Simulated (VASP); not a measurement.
Here is a VASP 6.6.1 calculation.

The input INCAR:

```
SYSTEM = Ge
ALGO = Normal
EDIFF = 1E-6
ENCUT = 500
GGA = PE
GGA_COMPAT = .False.
ISIF = 2
ISMEAR = 0
LASPH = .True.
LCHARG = .False.
LREAL = .False.
LWAVE = .False.
NBANDS = 21
NELM = 120
PREC = Accurate
SIGMA = 0.1
```

File KPOINTS:

```
k-points
0
Gamma
  10 10 10
  0 0 0
```

File POSCAR:

```
Ge
1.0
    0.0150767913      2.8944874860      2.8712358860
    2.8944874860      0.0150767913      2.8712358860
    2.9095642772      2.9095642772     -0.0000000001
Ge
2
Direct
    0.0007077058      0.0007077058     -0.0007077058
    0.2492922942      0.2492922942      0.2507077058
```

Potentials or basis: VASP PAW PBE potentials, release 64 (Ge_d).

Launch:

```bash
$ cat potpaw_PBE.64/Ge_d/POTCAR > POTCAR
$ mpirun -np 1 vasp_std > vasp.out
```

Task: What does it give for the band gap on the k mesh?

Result: Zero (bands 14 and 15 overlap by 0.07 eV).

Task: Estimate the pressure.

Result: -0.5 GPa.

Stress tensor (GPa, compression positive):
```
-0.62 -0.52  0.00
-0.52 -0.62  0.00
 0.00  0.00 -0.11
```

Caveat: the cell differs from its parent crystal (strained cell); semilocal functionals underestimate gaps, so a narrow gap can read as zero.
